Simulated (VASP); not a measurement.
# AlN in VASP: further runs

Aim: see how the results for AlN move with the level of theory and the settings. Levels: PBE, r2SCAN, HSE06. Tasks: single point.

Program: VASP 6.6.1. These are calculated values, not measurements. Logs are shortened: lines on timing, memory, paths and dates and some standing lists are left out, and cuts for length are marked.

### 1 The cell of the first run

It takes space group Fm-3m (No. 225, cubic). Conventional cell: a = 4.220 Å, b = 4.220 Å, c = 4.220 Å, α = 90.00°, β = 90.00°, γ = 90.00°. Al (site symmetry m-3m) has 6 N at 2.11 Å within 2.8 Å. N (site symmetry m-3m) has 6 Al at 2.11 Å within 2.8 Å.

### 2 Single point, PBE (strain +4.5%)

Contents of INCAR:

```
SYSTEM = AlN
ALGO = Normal ; EDIFF = 1E-6
ENCUT = 520 ; GGA = PE
ISIF = 2 ; ISMEAR = -1
LASPH = .TRUE. ; LCHARG = .FALSE.
LREAL = .FALSE. ; LWAVE = .FALSE.
NBANDS = 11 ; NELM = 80
PREC = Accurate ; SIGMA = 0.02
```

Contents of KPOINTS:

```
k-points
0
G
  10 10 10
  0 0 0
```

Contents of POSCAR:

```
AlN
1.0
    0.0000000000      2.1101212991      2.1101212991
    2.1101212991      0.0000000000      2.1101212991
    2.1101212991      2.1101212991      0.0000000000
Al N
1 1
Direct
    0.0000000000      0.0000000000      0.0000000000
    0.5000000000      0.5000000000      0.5000000000
```

Potentials or basis: VASP PAW PBE potentials, release 64 (Al, N).

Command:

```sh
cat potpaw_PBE.64/Al/POTCAR potpaw_PBE.64/N/POTCAR > POTCAR
mpirun -np 1 vasp_std > vasp.out
```

OUTCAR:

```text
SYSTEM = AlN
   EDIFF = 1E-6
   ENCUT = 520
   GGA = PE
   ISIF = 2
   ISMEAR = -1
   LASPH = .TRUE.
   LREAL = .FALSE.
   NELM = 80
   PREC = Accurate

 ion  position               nearest neighbor table
   1  0.000  0.000  0.000-   2 2.11   2 2.11   2 2.11   2 2.11   2 2.11   2 2.11
   2  0.500  0.500  0.500-   1 2.11   1 2.11   1 2.11   1 2.11   1 2.11   1 2.11

  LATTYP: Found a face centered cubic cell.
 ALAT       =     4.2202425982

  Lattice vectors:

 A1 = (   0.0000000000,   2.1101212991,   2.1101212991)
 A2 = (   2.1101212991,   0.0000000000,   2.1101212991)
 A3 = (   2.1101212991,   2.1101212991,   0.0000000000)

Analysis of symmetry for initial positions (statically):
=====================================================================
 Subroutine PRICEL returns:
 Original cell was already a primitive cell.

 Routine SETGRP: Setting up the symmetry group for a
 face centered cubic supercell.

 Subroutine GETGRP returns: Found 48 space group operations
 (whereof 48 operations were pure point group operations)
 out of a pool of 48 trial point group operations.

The static configuration has the point symmetry O_h .

Analysis of symmetry for dynamics (positions and initial velocities):
=====================================================================
 Subroutine PRICEL returns:
 Original cell was already a primitive cell.

 Routine SETGRP: Setting up the symmetry group for a
 face centered cubic supercell.

 Subroutine GETGRP returns: Found 48 space group operations
 (whereof 48 operations were pure point group operations)
 out of a pool of 48 trial point group operations.

The dynamic configuration has the point symmetry O_h .

 Subroutine INISYM returns: Found 48 space group operations
 (whereof 48 operations are pure point group operations),
 and found     1 'primitive' translations

----------------------------------------------------------------------------------------

                                     Primitive cell

  volume of cell :      18.7911

  direct lattice vectors                    reciprocal lattice vectors
     0.000000000  2.110121299  2.110121299    -0.236953203  0.236953203  0.236953203
     2.110121299  0.000000000  2.110121299     0.236953203 -0.236953203  0.236953203
     2.110121299  2.110121299  0.000000000     0.236953203  0.236953203 -0.236953203

  length of vectors
     2.984162159  2.984162159  2.984162159     0.410414986  0.410414986  0.410414986

  position of ions in fractional coordinates (direct lattice)
     0.000000000  0.000000000  0.000000000
     0.500000000  0.500000000  0.500000000

  ion indices of the primitive-cell ions
   primitive index   ion index
                 1           1
                 2           2

----------------------------------------------------------------------------------------

 KPOINTS: k-points

Automatic generation of k-mesh.
 Grid dimensions read from file:
 generate k-points for:   10   10   10

 Generating k-lattice:

  Cartesian coordinates                     Fractional coordinates (reciprocal lattice)
    -0.023695320  0.023695320  0.023695320     0.100000000  0.000000000  0.000000000
     0.023695320 -0.023695320  0.023695320     0.000000000  0.100000000  0.000000000
     0.023695320  0.023695320 -0.023695320     0.000000000  0.000000000  0.100000000

  Length of vectors
     0.041041499  0.041041499  0.041041499

  Shift w.r.t. Gamma in fractional coordinates (k-lattice)
     0.000000000  0.000000000  0.000000000

 Subroutine IBZKPT returns following result:
 ===========================================

 Found     47 irreducible k-points:

 Following reciprocal coordinates:
            Coordinates               Weight
  0.000000  0.000000  0.000000      1.000000
  0.100000  0.000000  0.000000      8.000000
  0.200000  0.000000  0.000000      8.000000
  0.300000  0.000000  0.000000      8.000000
  0.400000  0.000000  0.000000      8.000000
  0.500000  0.000000  0.000000      4.000000
[... 16 lines left out ...]
  0.300000  0.300000  0.000000      6.000000
  0.400000  0.300000  0.000000     24.000000
 [... further k-points ...]
   k-points           NKPTS =     47   k-points in BZ     NKDIM =     47   number of bands    NBANDS=     11
   number of dos      NEDOS =    301   number of ions     NIONS =      2
   total plane-waves  NPLWV =  13824
   dimension x,y,z NGX =    24 NGY =   24 NGZ =   24
   dimension x,y,z NGXF=    48 NGYF=   48 NGZF=   48
   ions per type =               1   1
   NGX,Y,Z   is equivalent  to a cutoff of  13.37, 13.37, 13.37 a.u.
   NGXF,Y,Z  is equivalent  to a cutoff of  26.74, 26.74, 26.74 a.u.
 SYSTEM =  AlN
   PREC   = accura    normal or accurate (medium, high low for compatibility)
   ISTART =      0    job   : 0-new  1-cont  2-samecut
   ICHARG =      2    charge: 1-file 2-atom 10-const
   ISPIN  =      1    spin polarized calculation?
   LNONCOLLINEAR =      F non collinear calculations
   LSORBIT =      F    spin-orbit coupling
   LASPH  =      T    aspherical Exc in radial PAW
   ENCUT  =  520.0 eV  38.22 Ry    6.18 a.u.   5.55  5.55  5.55*2*pi/ulx,y,z
   NELM   =     80;   NELMIN=  2; NELMDL= -5     # of ELM steps
   EDIFF  = 0.1E-05   stopping-criterion for ELM
   LREAL  =      F    real-space projection
   EDIFFG = 0.1E-04   stopping-criterion for IOM
   NSW    =      0    number of steps for IOM
   IBRION =     -1    ionic relax: 0-MD 1-quasi-New 2-CG
   NFREE  =      0    steps in history (QN), initial steepest desc. (CG)
   ISIF   =      2    stress and relaxation
   ISYM   =      2    0-nonsym 1-usesym 2-fastsym
   POTIM  = 0.5000    time-step for ionic-motion
   TEBEG  =    0.0;   TEEND  =   0.0 temperature during run
   PSTRESS=    0.0 pullay stress
   NELECT =       8.0000    total number of electrons
   NUPDOWN=      -1.0000    fix difference up-down
   EMIN   =  10.00;   EMAX   =-10.00  energy-range for DOS
   EFERMI =   0.00;   METHOD = LEGACY
   ISMEAR =    -1;   SIGMA  =   0.02  broadening in eV -4-tet -1-fermi 0-gaus
   EFERMI_NEDOS =   21; number of points for ismear=-14 and -15
   IALGO  =     38    algorithm
   IMIX   =      4    mixing-type and parameters
     AMIX     =   0.40;   BMIX     =  1.00
     AMIX_MAG =   1.60;   BMIX_MAG =  1.00
  volume/ion in A,a.u.               =       9.40        63.40
  Fermi-wavevector in a.u.,A,eV,Ry     =   1.231556  2.327303 20.636358  1.516730
  Thomas-Fermi vector in A             =   2.366361
   LORBIT       =      0    0 simple, 1 ext, 2 COOP (PROOUT), +10 PAW based schemes
   GGA     = PE    functional components
   LHFCALC =     F    Hartree Fock is set to
   AEXX    =    0.0000 exact exchange contribution
   IVDW    =     0    specifies the selected vdW correction
   LEPSILON=     F    determine dielectric tensor
   LRPA    =     F    only Hartree local field effects (RPA)
 non-spin polarized calculation
  energy-cutoff  :      520.00
  volume of cell :       18.79
 maximum number of plane-waves:       531
 NGX is ok and might be reduce to    24
   NGX = 11   NGY = 11   NGZ = 11

 number of electron       8.0000000 magnetization

 Free energy of the ion-electron system (eV)
  ---------------------------------------------------
  ext. energy  EPLUGINS =         0.00000000
  ---------------------------------------------------
  free energy    TOTEN  =       -14.39992160 eV

  energy without entropy =      -14.39992160  energy(sigma->0) =      -14.39992160

 E-fermi :   8.7928     XC(G=0): -11.6979

 val. band max:        8.3833719515   @ k =   0.0000   0.0000   0.0000
 cond. band min:      11.8181450621   @ k =   0.5000   0.5000   0.0000
 fundamental gap:      3.4347731106
 Fermi energy:         8.7927514575

 k-point     1 :       0.0000    0.0000    0.0000
  band No.  band energies     occupation
      1      -8.0624      2.00000
      2       8.3834      2.00000
      3       8.3834      2.00000
      4       8.3834      2.00000
      5      12.3255      0.00000
      6      20.1268      0.00000
      7      20.1268      0.00000
      8      20.1268      0.00000
      9      24.9346      0.00000
     10      25.1455      0.00000
     11      25.1588      0.00000

 k-point     2 :       0.1000    0.0000    0.0000
  band No.  band energies     occupation
      1      -7.8817      2.00000
      2       7.3543      2.00000
      3       8.2869      2.00000
      4       8.2869      2.00000
      5      13.0501      0.00000
      6      19.2070      0.00000
      7      20.3507      0.00000
      8      20.3507      0.00000
      9      23.2901      0.00000
     10      23.2901      0.00000
     11      24.8235      0.00000

 k-point     3 :       0.2000    0.0000    0.0000
  band No.  band energies     occupation
      1      -7.3591      2.00000
      2       5.3608      2.00000
      3       8.0515      2.00000
      4       8.0515      2.00000
      5      13.9578      0.00000
      6      18.4105      0.00000
      7      20.2036      0.00000
      8      20.2036      0.00000
      9      22.9540      0.00000
     10      22.9540      0.00000
     11      24.1455      0.00000

 k-point     4 :       0.3000    0.0000    0.0000
  band No.  band energies     occupation
      1      -6.5690      2.00000
      2       3.2779      2.00000
      3       7.7889      2.00000
      4       7.7889      2.00000
      5      14.0724      0.00000
      6      18.7942      0.00000
      7      19.3033      0.00000
      8      19.3033      0.00000
      9      23.4949      0.00000
     10      24.4494      0.00000
     11      24.4494      0.00000

 k-point     5 :       0.4000    0.0000    0.0000
  band No.  band energies     occupation
      1      -5.7170      2.00000
      2       1.5747      2.00000
      3       7.5951      2.00000
      4       7.5951      2.00000
      5      13.8411      0.00000
      6      18.6163      0.00000
      7      18.6163      0.00000
      8      19.5114      0.00000
      9      23.2060      0.00000
     10      26.4693      0.00000
     11      26.4693      0.00000
[... 211 lines left out ...]
 k-point    21 :      -0.3000    0.2000    0.0000
  band No.  band energies     occupation
      1      -5.5328      2.00000
      2       2.5253      2.00000
      3       5.1637      2.00000
      4       7.4744      2.00000
      5      15.6825      0.00000
      6      17.0599      0.00000
      7      18.6760      0.00000
      8      19.4746      0.00000
      9      24.5390      0.00000
     10      26.1717      0.00000
     11      27.2788      0.00000

 k-point    22 :      -0.2000    0.2000    0.0000
  band No.  band energies     occupation
      1      -6.3141      2.00000
      2       3.7142      2.00000
      3       5.8328      2.00000
      4       7.8616      2.00000
      5      15.7494      0.00000
      6      17.8241      0.00000
      7      17.8481      0.00000
      8      19.6665      0.00000
      9      22.7542      0.00000
     10      26.2024      0.00000
     11      26.8965      0.00000

 k-point    23 :       0.3000    0.3000    0.0000
  band No.  band energies     occupation
      1      -6.1037      2.00000
      2       3.9040      2.00000
      3       6.6055      2.00000
      4       6.6055      2.00000
      5      13.9620      0.00000
      6      15.1494      0.00000
      7      18.7269      0.00000
      8      22.5169      0.00000
      9      22.5169      0.00000
     10      27.7487      0.00000
     11      30.6098      0.00000

 k-point    24 :       0.4000    0.3000    0.0000
  band No.  band energies     occupation
      1      -5.4689      2.00000
      2       3.0296      2.00000
      3       5.9207      2.00000
      4       6.3785      2.00000
      5      13.4631      0.00000
      6      15.1440      0.00000
      7      19.1911      0.00000
      8      22.4276      0.00000
      9      23.0455      0.00000
     10      28.8323      0.00000
     11      31.3058      0.00000

 [... further k-points ...]
[... 5 lines left out ...]
  --------------------------------------------------------------------------------------
  -------------------------------------------------------------------------------------
  Total       -2.5913998     -2.5913998     -2.5913998     -0.0000000      0.0000000      0.0000000
  in kB     -220.9493593   -220.9493593   -220.9493593     -0.0000000      0.0000000      0.0000000
  external PRESSURE =    -220.9493593 kB  Pullay stress =       0.0000000 kB

 VOLUME and BASIS-vectors are now :
 -----------------------------------------------------------------------------
  energy-cutoff  :      520.00
  volume of cell :       18.79
      direct lattice vectors                 reciprocal lattice vectors
     0.000000000  2.110121299  2.110121299    -0.236953203  0.236953203  0.236953203
     2.110121299  0.000000000  2.110121299     0.236953203 -0.236953203  0.236953203
     2.110121299  2.110121299  0.000000000     0.236953203  0.236953203 -0.236953203

 POSITION                                       TOTAL-FORCE (eV/Angst)
 -----------------------------------------------------------------------------------
      0.00000      0.00000      0.00000        -0.000000     -0.000000     -0.000000
      2.11012      2.11012      2.11012         0.000000      0.000000      0.000000
 -----------------------------------------------------------------------------------
    total drift:                               -0.000000     -0.000000      0.000000

  FREE ENERGIE OF THE ION-ELECTRON SYSTEM (eV)
  ---------------------------------------------------
  free  energy   TOTEN  =       -14.3999216012 eV

  energy  without entropy=      -14.3999216011  energy(sigma->0) =      -14.39992160
```

It took 7 s on 1 thread of Intel Xeon Platinum 8488C (Sapphire Rapids), shared host; peak memory 0.14 GiB.

What came out:

```yaml
Free_energy: -14.3999 eV
Pressure: -22.1 GPa
Band_gap_on_the_k_mesh: 3.43 eV, indirect (least direct gap 3.94 eV)
```

Levels at points of the mesh, in eV from the valence-band top:
```tsv
k point	band 2	band 3	band 4	band 5	band 6	band 7
(0.00, 0.00, 0.00)	0.00	0.00	0.00	3.94	11.74	11.74
(0.50, 0.00, 0.00)	-7.53	-0.86	-0.86	5.35	9.99	9.99
(0.50, 0.50, 0.00)	-6.55	-2.48	-2.48	3.43	5.48	12.54
```

Caveat: the cell differs from its parent crystal (strain +4.5%). A k mesh can miss the band edges.

[end of part 1 of 3]
